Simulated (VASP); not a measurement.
# F (C2/c) in VASP: a series of runs

F is run at these levels: BLYP; tasks: single point.

Everything below comes from runs of VASP 6.6.1. Logs are shortened: lines on timing, memory, paths and dates and some standing lists are left out, and cuts for length are marked.

### Step 1. The cell of the first run

It takes space group C2/c (No. 15, monoclinic). The conventional cell has a = 6.242 Å, b = 3.698 Å, c = 8.821 Å, α = 90.00°, β = 101.01°, γ = 90.00°. F (site symmetry 1) has 1 F at 1.43 Å within 1.9 Å.

### Step 2. Single point, BLYP

INCAR

```
SYSTEM = F
AGGAC = 1.0
AGGAX = 1.0
ALDAC = 0.0
ALDAX = 1.0
ALGO = Normal
EDIFF = 1E-6
ENCUT = 520
GGA = B5
ISIF = 2
ISMEAR = -1
LASPH = .True.
LCHARG = .False.
LREAL = .False.
LWAVE = .False.
NBANDS = 22
NELM = 80
PREC = Accurate
SIGMA = 0.05
```

KPOINTS

```
k-points
0
Gamma
  6 6 3
  0 0 0
```

POSCAR

```
F
1.0
    3.1210443283     -1.8487841941      0.0107687393
    3.1210443283      1.8487841941      0.0107687393
   -1.7139253101      0.0000000000      8.6524071180
F
4
Direct
    0.0184027723      0.5272217086      0.0826060070
    0.4727782914      0.9815972277      0.4173939930
    0.9815972277      0.4727782914      0.9173939930
    0.5272217086      0.0184027723      0.5826060070
```

Potentials or basis: VASP PAW PBE potentials, release 64 (F).

Launch:

```
cat potpaw_PBE.64/F/POTCAR > POTCAR
mpirun -np 1 vasp_std > vasp.out
```

OUTCAR:

```text
SYSTEM = F
   EDIFF = 1E-6
   ENCUT = 520
   GGA = B5
   ISIF = 2
   ISMEAR = -1
   LASPH = .True.
   LREAL = .False.
   NELM = 80
   PREC = Accurate

 ion  position               nearest neighbor table
   1  0.018  0.527  0.083-   3 1.43
   2  0.473  0.982  0.417-   4 1.43
   3  0.982  0.473  0.917-   1 1.43
   4  0.527  0.018  0.583-   2 1.43

  LATTYP: Found a base centered monoclinic cell.
 ALAT       =     6.2421258126
 B/A-ratio  =     0.5923572352
 C/A-ratio  =     1.4130645282
 COS(beta)  =    -0.1909252603

  Lattice vectors:

 A1 = (   3.1210443283,  -1.8487841941,   0.0107687393)
 A2 = (   3.1210443283,   1.8487841941,   0.0107687393)
 A3 = (  -1.7139253101,   0.0000000000,   8.6524071180)

Analysis of symmetry for initial positions (statically):
=====================================================================
 Subroutine PRICEL returns:
 Original cell was already a primitive cell.

 Routine SETGRP: Setting up the symmetry group for a
 base centered monoclinic supercell.

 Subroutine GETGRP returns: Found  4 space group operations
 (whereof  2 operations were pure point group operations)
 out of a pool of  4 trial point group operations.

The static configuration has the point symmetry S_2 .
 The point group associated with its full space group is C_2h.

Analysis of symmetry for dynamics (positions and initial velocities):
=====================================================================
 Subroutine PRICEL returns:
 Original cell was already a primitive cell.

 Routine SETGRP: Setting up the symmetry group for a
 base centered monoclinic supercell.

 Subroutine GETGRP returns: Found  4 space group operations
 (whereof  2 operations were pure point group operations)
 out of a pool of  4 trial point group operations.

The dynamic configuration has the point symmetry S_2 .
 The point group associated with its full space group is C_2h.

 Subroutine INISYM returns: Found  4 space group operations
 (whereof  2 operations are pure point group operations),
 and found     1 'primitive' translations

----------------------------------------------------------------------------------------

[... 83 lines left out ...]
   ions per type =               4
   NGX,Y,Z   is equivalent  to a cutoff of  12.83, 12.83, 13.19 a.u.
   NGXF,Y,Z  is equivalent  to a cutoff of  25.66, 25.66, 26.39 a.u.
 SYSTEM =  F
   PREC   = accura    normal or accurate (medium, high low for compatibility)
   ISTART =      0    job   : 0-new  1-cont  2-samecut
   ICHARG =      2    charge: 1-file 2-atom 10-const
   ISPIN  =      1    spin polarized calculation?
   LNONCOLLINEAR =      F non collinear calculations
   LSORBIT =      F    spin-orbit coupling
   LASPH  =      T    aspherical Exc in radial PAW
   ENCUT  =  520.0 eV  38.22 Ry    6.18 a.u.   6.74  6.74 16.40*2*pi/ulx,y,z
   NELM   =     80;   NELMIN=  2; NELMDL= -5     # of ELM steps
   EDIFF  = 0.1E-05   stopping-criterion for ELM
   LREAL  =      F    real-space projection
[... 7 lines left out ...]
   TEBEG  =    0.0;   TEEND  =   0.0 temperature during run
   PSTRESS=    0.0 pullay stress
   NELECT =      28.0000    total number of electrons
   NUPDOWN=      -1.0000    fix difference up-down
   EMIN   =  10.00;   EMAX   =-10.00  energy-range for DOS
   EFERMI =   0.00;   METHOD = LEGACY
   ISMEAR =    -1;   SIGMA  =   0.05  broadening in eV -4-tet -1-fermi 0-gaus
   EFERMI_NEDOS =   21; number of points for ismear=-14 and -15
   IALGO  =     38    algorithm
   IMIX   =      4    mixing-type and parameters
     AMIX     =   0.40;   BMIX     =  1.00
     AMIX_MAG =   1.60;   BMIX_MAG =  1.00
  volume/ion in A,a.u.               =      24.98       168.57
  Fermi-wavevector in a.u.,A,eV,Ry     =   1.071299  2.024462 15.615170  1.147683
  Thomas-Fermi vector in A             =   2.207036
   LORBIT       =      0    0 simple, 1 ext, 2 COOP (PROOUT), +10 PAW based schemes
   GGA     = B5    functional components
   LHFCALC =     F    Hartree Fock is set to
   AEXX    =    0.0000 exact exchange contribution
   IVDW    =     0    specifies the selected vdW correction
   LEPSILON=     F    determine dielectric tensor
   LRPA    =     F    only Hartree local field effects (RPA)
 non-spin polarized calculation
  energy-cutoff  :      520.00
  volume of cell :       99.92
 maximum number of plane-waves:      2709
   NGX = 13   NGY = 13   NGZ = 33

 number of electron      27.9999994 magnetization

 Free energy of the ion-electron system (eV)
  ---------------------------------------------------
  ext. energy  EPLUGINS =         0.00000000
  ---------------------------------------------------
  free energy    TOTEN  =        -6.88614295 eV

  energy without entropy =       -6.88614295  energy(sigma->0) =       -6.88614295

 E-fermi :  -5.5771     XC(G=0):  -5.8084

 val. band max:       -6.7979002427   @ k =   0.0000   0.0000   0.0000
 cond. band min:      -3.8587093547   @ k =   0.0000   0.0000   0.0000
 fundamental gap:      2.9391908880
 Fermi energy:        -5.5771030491

 k-point     1 :       0.0000    0.0000    0.0000
  band No.  band energies     occupation
      1     -31.0172      2.00000
      2     -31.0063      2.00000
      3     -25.0785      2.00000
      4     -25.0367      2.00000
      5     -12.7113      2.00000
      6     -12.5046      2.00000
[... 589 lines left out ...]
     21       8.8418      0.00000
     22       9.2766      0.00000

 [... further k-points ...]

------------------------ aborting loop because EDIFF is reached ----------------------------------------

  FORCE on cell =-STRESS in cart. coord.  units (eV):
  Direction    XX          YY          ZZ          XY          YZ          ZX
  --------------------------------------------------------------------------------------
  -------------------------------------------------------------------------------------
  Total       -0.1681403     -0.1764246      0.9348666      0.0000000      0.0000000      0.0035689
  in kB       -2.6960788     -2.8289148     14.9903029      0.0000000      0.0000000      0.0572257
  external PRESSURE =       3.1551031 kB  Pullay stress =       0.0000000 kB

 VOLUME and BASIS-vectors are now :
 -----------------------------------------------------------------------------
  energy-cutoff  :      520.00
  volume of cell :       99.92
      direct lattice vectors                 reciprocal lattice vectors
     3.121044328 -1.848784194  0.010768739     0.160093368 -0.270448007  0.031712340
     3.121044328  1.848784194  0.010768739     0.160093368  0.270448007  0.031712340
    -1.713925310  0.000000000  8.652407118    -0.000398503  0.000000000  0.115495836

 POSITION                                       TOTAL-FORCE (eV/Angst)
 -----------------------------------------------------------------------------------
      1.56134      0.94070      0.72062         0.001621      0.009267      0.411408
      3.82379      0.94070      3.62712        -0.001621      0.009267     -0.411408
      2.96683     -0.94070      7.95333        -0.001621     -0.009267     -0.411408
      0.70438     -0.94070      5.04682         0.001621     -0.009267      0.411408
 -----------------------------------------------------------------------------------
    total drift:                                0.000000      0.000000     -0.000000

  FREE ENERGIE OF THE ION-ELECTRON SYSTEM (eV)
  ---------------------------------------------------
  free  energy   TOTEN  =        -6.8861429510 eV

  energy  without entropy=       -6.8861429510  energy(sigma->0) =       -6.88614295
```

OSZICAR:

```text
N       E                     dE             d eps       ncg     rms          rms(c)
DAV:   1     0.212814495442E+03    0.21281E+03   -0.14584E+04  1504   0.112E+03
DAV:   2     0.433879582810E+01   -0.20848E+03   -0.20207E+03  2204   0.279E+02
DAV:   3    -0.835626822915E+01   -0.12695E+02   -0.12632E+02  1700   0.730E+01
DAV:   4    -0.845062914275E+01   -0.94361E-01   -0.94352E-01  1648   0.722E+00
DAV:   5    -0.845130418021E+01   -0.67504E-03   -0.67503E-03  1732   0.580E-01    0.112E+01
DAV:   6    -0.750612104390E+01    0.94518E+00   -0.51849E-01  1502   0.715E+00    0.631E+00
DAV:   7    -0.688726831322E+01    0.61885E+00   -0.66149E-01  1496   0.777E+00    0.748E-01
DAV:   8    -0.688586608721E+01    0.14022E-02   -0.73856E-02  1718   0.181E+00    0.216E-01
DAV:   9    -0.688595784453E+01   -0.91757E-04   -0.14954E-03  1544   0.376E-01    0.731E-02
DAV:  10    -0.688611027425E+01   -0.15243E-03   -0.32130E-04  1610   0.142E-01    0.238E-02
DAV:  11    -0.688614207100E+01   -0.31797E-04   -0.20044E-05  1562   0.461E-02    0.756E-03
DAV:  12    -0.688614295103E+01   -0.88003E-06   -0.71919E-06  1724   0.207E-02
   1 F= -.68861430E+01 E0= -.68861430E+01  d E =-.511818E-10
```

stdout:

```text
POSCAR found type information on POSCAR F
 POSCAR found :  1 types and       4 ions
 scaLAPACK will be used
 -----------------------------------------------------------------------------
|                                                                             |
|                                                                             |
|     You enforced a specific xc type in the INCAR file but a different       |
|     I HOPE YOU KNOW WHAT YOU ARE DOING!                                     |
|                                                                             |
 -----------------------------------------------------------------------------

 LDA part: xc-table for (Slater(with rela. corr.)+VWN5), standard interpolation
 POSCAR, INCAR and KPOINTS ok, starting setup
 FFT: planning ... GRIDC
 FFT: planning ... GRID_SOFT
 FFT: planning ... GRID
 WAVECAR not read
 entering main loop
```

Run time: 98 s. Hardware: 1 thread of Oxide Virtual Turin-like, shared host; peak memory 0.19 GiB.

Results:

| Quantity | Value |
| --- | --- |
| Free energy | -6.8861 eV |
| Pressure | 0.3 GPa |
| Largest force | 0.412 eV/Å |
| Band gap on the k mesh | 2.94 eV |

Forces in eV/Å, atoms in the order of the input:
```
F    0.002  0.009  0.411
F   -0.002  0.009 -0.411
F   -0.002 -0.009 -0.411
F    0.002 -0.009  0.411
```

Levels at points of the mesh, in eV from the valence-band top:
```tsv
k point	band 10	band 11	band 12	band 13	band 14	band 15	band 16	band 17	band 18	band 19
(0.00, 0.00, 0.00)	-3.12	-0.05	-0.03	0.00	0.00	2.94	3.46	8.31	10.11	10.46
(0.50, 0.00, 0.00)	-3.21	-0.25	-0.25	-0.06	-0.06	3.29	3.29	12.04	12.04	13.38
(0.50, 0.50, 0.00)	-3.21	-0.28	-0.20	-0.12	-0.04	3.19	3.39	12.10	12.53	12.92
```

Caveat: the PAW data sets were made with another functional, which shifts forces and pressure a little. A k mesh can miss the band edges.

### Step 3. Single point, BLYP (24.98 Å³/atom)

INCAR

```
PREC = Accurate ; ENCUT = 520
EDIFF = 1E-6 ; ISMEAR = -1
SIGMA = 0.05 ; LREAL = False
LASPH = True ; NELM = 60
ALGO = Normal ; ISIF = 2
LWAVE = False ; LCHARG = False
GGA = B5 ; ALDAX = 1.0
AGGAX = 1.0 ; AGGAC = 1.0
ALDAC = 0.0 ; NBANDS = 22
```

KPOINTS

```
Automatic mesh
0
Gamma
  9 9 4
```

POSCAR is that of step 2.

Potentials or basis: VASP PAW PBE potentials, release 64 (F).

Launch:

```
cat potpaw_PBE.64/F/POTCAR > POTCAR
mpirun -np 1 vasp_std > vasp.out
```

Wall time 4.5 min (1 thread of Oxide Virtual Turin-like, shared host); peak memory 0.26 GiB.

It converged, with:

```yaml
Free_energy: -6.8861 eV
Pressure: 0.3 GPa
Largest_force: 0.412 eV/Å
Band_gap_on_the_k_mesh: 2.94 eV
```

Forces on the atoms (eV/Å):
```
F    0.002  0.009  0.411
F   -0.002  0.009 -0.411
F   -0.002 -0.009 -0.411
F    0.002 -0.009  0.411
```

Stress tensor (GPa, compression positive):
```
-0.27  0.00  0.01
 0.00 -0.28  0.00
 0.01  0.00  1.50
```

Levels at points of the mesh, in eV from the valence-band top:
```tsv
k point	band 12	band 13	band 14	band 15	band 16	band 17
(0.00, 0.00, 0.00)	-0.03	0.00	0.00	2.94	3.46	8.31
(0.00, 0.00, 0.50)	-0.02	-0.01	-0.01	3.19	3.19	8.88
```

Caveat: the PAW data sets were made with another functional, which shifts forces and pressure a little. A k mesh can miss the band edges.
